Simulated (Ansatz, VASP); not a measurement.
KBr in VASP and in Ansatz

Contents of POSCAR:

```
KBr
1.0
    5.7028600752      0.0000000000      0.0000000000
   -2.8514300376      4.9388216994      0.0000000000
    0.0000000000      0.0000000000      6.6521374984
K Br
2 2
Direct
    0.3333333333      0.6666666667     -0.0625000000
    0.6666666667      0.3333333333      0.4375000000
    0.3333333333      0.6666666667      0.4375000000
    0.6666666667      0.3333333333      0.9375000000
```

Contents of INCAR.step1:

```
PREC = Accurate
ENCUT = 520
ISMEAR = 0
SIGMA = 0.01
LREAL = False
LASPH = True
NELM = 80
NBANDS = 24
GGA = PE
ALGO = Normal
EDIFF = 1E-4
LWAVE = True
LCHARG = False
```

The input INCAR.step2:

```
PREC = Accurate
ENCUT = 520
EDIFF = 1E-7
ISMEAR = 0
SIGMA = 0.01
LREAL = False
LASPH = True
NELM = 80
ALGO = Normal
ISIF = 2
LWAVE = False
LCHARG = True
METAGGA = R2SCAN
LMIXTAU = True
LELF = True
LVHAR = True
NBANDS = 24
ISTART = 1
```

The input KPOINTS:

```
Automatic mesh
0
Gamma
  6 6 4
```

Input for Ansatz:

```yaml
crystal:
  lattice:
    - [5.7028600752, 0.0, 0.0]
    - [-2.8514300376, 4.9388216994, 0.0]
    - [0.0, 0.0, 6.6521374984]
  atoms:
    - { symbol: K, position: [0.3333333333, 0.6666666667, -0.0625] }
    - { symbol: K, position: [0.6666666667, 0.3333333333, 0.4375] }
    - { symbol: Br, position: [0.3333333333, 0.6666666667, 0.4375] }
    - { symbol: Br, position: [0.6666666667, 0.3333333333, 0.9375] }
kpoints:
  mp_grid: { grid: [6, 6, 4] }
  band_path:
    path:
      - [0.0, 0.0, 0.0]
      - [0.5, 0.0, 0.0]
      - [0.3333333333, 0.3333333333, 0.0]
      - [0.0, 0.0, 0.5]
      - [0.5, 0.0, 0.5]
      - [0.3333333333, 0.3333333333, 0.5]
    npoints: 1
hamiltonian:
  xc: r2scan
scf:
  occupations: { method: fixed }
  n_extra_bands: 5
output:
  forces: true
  stress: true
  eigenvalues: true
```

Change from the starting cell: hydrostatic strain +1.5%.

Alike in both runs: task single point; functional r2SCAN; k mesh 6 × 6 × 4; no spin polarisation.

|  | VASP | Ansatz |
| --- | --- | --- |
| version | VASP 6.6.1 | Ansatz 0.2.0 |
| potentials or method | VASP PAW PBE potentials, release 64 (K_sv, Br) | plane waves, PAW |
| plane-wave cutoff (eV) | 520 | 500 |
| occupations | gaussian, width 0.01 eV | fixed |
| valence electrons in the cell | 32 | 32 |

```csv
,VASP,Ansatz,Ansatz less VASP
gap on the k mesh at the Fermi level (eV),4.71,4.71,-0.002
pressure (GPa),-0.5,-0.5,+0.01
"traceless stress, the component that is largest in VASP (GPa)",-0.07,-0.07,-0.001
```

VASP's potentials were made for PBE, not for r2SCAN.
